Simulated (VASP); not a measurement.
Crystal: InWSe3.

```
CELL_PARAMETERS angstrom
4.85842 0.00000 0.00000
0.00000 4.85842 0.00000
0.00000 0.00000 4.85842
ATOMIC_POSITIONS crystal
In 0.50000 0.50000 0.50000
W 0.00000 0.00000 0.00000
Se 0.50000 0.00000 0.00000
Se 0.00000 0.50000 0.00000
Se 0.00000 0.00000 0.50000
```

| Property | Result |
| --- | --- |
| Program | VASP 6.6.1 |
| Task | relaxation of cell and atoms |
| Functional | PBE |
| Potentials or basis | VASP PAW PBE potentials, release 64 (In_d, W_sv, Se) |
| Cutoff | 600 eV |
| k mesh | 4 × 4 × 4 |
| Occupations | gaussian, width 0.1 eV |
| Spin | no spin polarisation |

At the start: pressure 8.8 GPa; volume 22.94 Å³/atom.

Question: How do energy, volume and symmetry change on relaxing?

Answer: Over 3 steps the energy falls by 56.8 meV/atom and the volume is 25.21 Å³/atom (+9.9 %); space group Pm-3m (No. 221, to 0.05 Å).

The path:
| step | energy change (eV) | largest force (eV/Å) | pressure (GPa) | volume (Å³) |
| --- | --- | --- | --- | --- |
| 1 | 0.0000 | 0.0000 | 8.80 | 114.68 |
| 2 | -0.0940 | 0.0000 | -5.12 | 136.89 |
| 3 | -0.2839 | 0.0000 | -0.07 | 126.07 |

Final structure:
```yaml
crystal:
  lattice:
    - [5.01423, 0.00000, 0.00000]
    - [0.00000, 5.01423, 0.00000]
    - [0.00000, 0.00000, 5.01423]
  atoms:
    - { symbol: In, position: [0.50000, 0.50000, 0.50000] }
    - { symbol: W, position: [0.00000, 0.00000, 0.00000] }
    - { symbol: Se, position: [0.50000, 0.00000, 0.00000] }
    - { symbol: Se, position: [0.00000, 0.50000, 0.00000] }
    - { symbol: Se, position: [0.00000, 0.00000, 0.50000] }
```
